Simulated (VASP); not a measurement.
# Ti (Im-3m) in VASP: notebook, part 2 of 2

VASP 6.6.1. Earlier steps stand in the parts before.

**3. Single point, PBEsol**

Input file INCAR:

```
  PREC = Accurate
  ENCUT = 520
  EDIFF = 1E-6
  ISMEAR = 1
  SIGMA = 0.1
  LREAL = False
  LASPH = True
  NELM = 60
  ALGO = Normal
  ISIF = 2
  LWAVE = False
  LCHARG = True
  GGA = PS
  LELF = True
  LVHAR = True
  NBANDS = 12
```

Input file KPOINTS:

```
regular mesh
0
Gamma
  12 12 12
```

Input file POSCAR:

```
Ti
1.0
    2.8422950000      0.0000000000      0.0000000000
   -0.9474316370      2.6797414353      0.0000000000
   -0.9474316370     -1.3398706547      2.3207241949
Ti
1
Direct
    0.0000000000      0.0000000000      0.0000000000
```

Potentials or basis: VASP PAW PBE potentials, release 64 (Ti_sv).

On the command line:

```
> cat potpaw_PBE.64/Ti_sv/POTCAR > POTCAR
> mpirun -np 1 vasp_std > vasp.out
```

OUTCAR:

```text
PREC = Accurate
   ENCUT = 520
   EDIFF = 1E-6
   ISMEAR = 1
   LREAL = False
   LASPH = True
   NELM = 60
   ISIF = 2
   GGA = PS

 ion  position               nearest neighbor table
   1  0.000  0.000  0.000-

  LATTYP: Found a body centered cubic cell.
 ALAT       =     3.2819995667

  Lattice vectors:

 A1 = (   2.8422950000,   0.0000000000,   0.0000000000)
 A2 = (  -0.9474316370,   2.6797414353,   0.0000000000)
 A3 = (  -0.9474316370,  -1.3398706547,   2.3207241949)

Analysis of symmetry for initial positions (statically):
=====================================================================
 Subroutine PRICEL returns:
 Original cell was already a primitive cell.

 Routine SETGRP: Setting up the symmetry group for a
 body centered cubic supercell.

 Subroutine GETGRP returns: Found 48 space group operations
 (whereof 48 operations were pure point group operations)
 out of a pool of 48 trial point group operations.

The static configuration has the point symmetry O_h .

Analysis of symmetry for dynamics (positions and initial velocities):
=====================================================================
 Subroutine PRICEL returns:
 Original cell was already a primitive cell.

 Routine SETGRP: Setting up the symmetry group for a
 body centered cubic supercell.

 Subroutine GETGRP returns: Found 48 space group operations
 (whereof 48 operations were pure point group operations)
 out of a pool of 48 trial point group operations.

The dynamic configuration has the point symmetry O_h .

 Subroutine INISYM returns: Found 48 space group operations
 (whereof 48 operations are pure point group operations),
 and found     1 'primitive' translations

----------------------------------------------------------------------------------------

                                     Primitive cell

[... 108 lines left out ...]
     AMIX_MAG =   1.60;   BMIX_MAG =  1.00
  volume/ion in A,a.u.               =      17.68       119.28
  Fermi-wavevector in a.u.,A,eV,Ry     =   1.438821  2.718977 28.166855  2.070205
  Thomas-Fermi vector in A             =   2.557745
   LORBIT       =      0    0 simple, 1 ext, 2 COOP (PROOUT), +10 PAW based schemes
   GGA     = PS    functional components
   LHFCALC =     F    Hartree Fock is set to
   AEXX    =    0.0000 exact exchange contribution
   IVDW    =     0    specifies the selected vdW correction
   LEPSILON=     F    determine dielectric tensor
   LRPA    =     F    only Hartree local field effects (RPA)
 non-spin polarized calculation
 Methfessel and Paxton  Order N= 1 SIGMA  =   0.10
  energy-cutoff  :      520.00
  volume of cell :       17.68
 maximum number of plane-waves:       490
 NGX is ok and might be reduce to    24
   NGX = 11   NGY = 11   NGZ = 11

 number of electron      12.0000001 magnetization

 Free energy of the ion-electron system (eV)
  ---------------------------------------------------
  ext. energy  EPLUGINS =         0.00000000
  ---------------------------------------------------
  free energy    TOTEN  =        -8.20911670 eV

  energy without entropy =       -8.20926823  energy(sigma->0) =       -8.20916721

 E-fermi :   7.8057     XC(G=0): -11.5473

 val. band max:        7.7416650942   @ k =   0.2500   0.2500   0.0000
 cond. band min:       7.8262832234   @ k =   0.2500   0.1667   0.0000
 fundamental gap:      0.0846181292
 Fermi energy:         7.8056980858

 k-point     1 :       0.0000    0.0000    0.0000
  band No.  band energies     occupation
      1     -48.5470      2.00000
      2     -24.5178      2.00000
      3     -24.5178      2.00000
      4     -24.5178      2.00000
      5       1.8627      2.00000
      6       8.7502     -0.00000
      7       8.7502     -0.00000
      8       8.7502     -0.00000
      9      10.4846      0.00000
     10      10.4846      0.00000
     11      25.0720      0.00000
     12      25.0720      0.00000
[... 331 lines left out ...]
 k-point    24 :       0.4167    0.0833    0.0833
  band No.  band energies     occupation
      1     -48.4198      2.00000
      2     -25.1182      2.00000
      3     -24.7506      2.00000
      4     -24.5632      2.00000
      5       5.7520      2.00000
      6       7.2881      2.00000
      7       8.3589     -0.00000
      8      10.5594      0.00000
      9      10.8260      0.00000
     10      12.8455      0.00000
     11      16.2767      0.00000
     12      20.4418      0.00000

 [... further k-points ...]
[... 5 lines left out ...]
  --------------------------------------------------------------------------------------
  -------------------------------------------------------------------------------------
  Total       -0.7935805     -0.7935805     -0.7935805     -0.0000000     -0.0000000     -0.0000000
  in kB      -71.9309839    -71.9309845    -71.9309867     -0.0000008     -0.0000020     -0.0000014
  external PRESSURE =     -71.9309850 kB  Pullay stress =       0.0000000 kB

 VOLUME and BASIS-vectors are now :
 -----------------------------------------------------------------------------
  energy-cutoff  :      520.00
  volume of cell :       17.68
      direct lattice vectors                 reciprocal lattice vectors
     2.842295000  0.000000000  0.000000000     0.351828364  0.124390107  0.215449978
    -0.947431637  2.679741435  0.000000000     0.000000000  0.373170332  0.215449978
    -0.947431637 -1.339870655  2.320724195     0.000000000  0.000000000  0.430899976

 POSITION                                       TOTAL-FORCE (eV/Angst)
 -----------------------------------------------------------------------------------
      0.00000      0.00000      0.00000        -0.000000      0.000000      0.000000
 -----------------------------------------------------------------------------------
    total drift:                                0.000000      0.000000      0.000000

  FREE ENERGIE OF THE ION-ELECTRON SYSTEM (eV)
  ---------------------------------------------------
  free  energy   TOTEN  =        -8.2091167049 eV

  energy  without entropy=       -8.2092682310  energy(sigma->0) =       -8.20916721
```

OSZICAR:

```text
N       E                     dE             d eps       ncg     rms          rms(c)
DAV:   1     0.863470374183E+02    0.86347E+02   -0.64862E+03  1740   0.119E+03
DAV:   2    -0.511265109329E+01   -0.91460E+02   -0.89166E+02  1748   0.293E+02
DAV:   3    -0.933421312201E+01   -0.42216E+01   -0.41743E+01  2432   0.650E+01
DAV:   4    -0.942547058139E+01   -0.91257E-01   -0.91196E-01  1980   0.804E+00
DAV:   5    -0.942728099828E+01   -0.18104E-02   -0.18104E-02  2028   0.106E+00    0.854E+00
DAV:   6    -0.820499549825E+01    0.12223E+01   -0.30768E+00  1876   0.240E+01    0.201E+00
DAV:   7    -0.820065268796E+01    0.43428E-02   -0.78400E-02  2028   0.272E+00    0.124E+00
DAV:   8    -0.820871366483E+01   -0.80610E-02   -0.35908E-02  1840   0.237E+00    0.142E-01
DAV:   9    -0.820911071468E+01   -0.39705E-03   -0.30600E-03  2132   0.593E-01    0.812E-02
DAV:  10    -0.820913092186E+01   -0.20207E-04   -0.37959E-04  1876   0.233E-01    0.196E-02
DAV:  11    -0.820911701035E+01    0.13912E-04   -0.44389E-05  1908   0.105E-01    0.100E-02
DAV:  12    -0.820911670493E+01    0.30541E-06   -0.33156E-06  2032   0.217E-02
   1 F= -.82091167E+01 E0= -.82091672E+01  d E =0.151526E-03
```

stdout:

```text
POSCAR found type information on POSCAR Ti
 POSCAR found :  1 types and       1 ions
 scaLAPACK will be used
 -----------------------------------------------------------------------------
|                                                                             |
|                                                                             |
|     You enforced a specific xc type in the INCAR file but a different       |
|     I HOPE YOU KNOW WHAT YOU ARE DOING!                                     |
|                                                                             |
 -----------------------------------------------------------------------------

 LDA part: xc-table for (Slater+PW92), standard interpolation
 POSCAR, INCAR and KPOINTS ok, starting setup
 FFT: planning ... GRIDC
 FFT: planning ... GRID_SOFT
 FFT: planning ... GRID
 WAVECAR not read
 entering main loop
```

Wall time 9.5 s (1 thread of Intel Xeon 6975P-C, shared host); peak memory 0.15 GiB.

What came out:

```
Free energy            : -8.2091 eV
Pressure               : -7.2 GPa
Band gap on the k mesh : zero (band 6 reaches 8.75 eV, above the bottom of band 7 at 7.18 eV)
```

Caveat: the PAW data sets were made with another functional, which shifts forces and pressure a little.
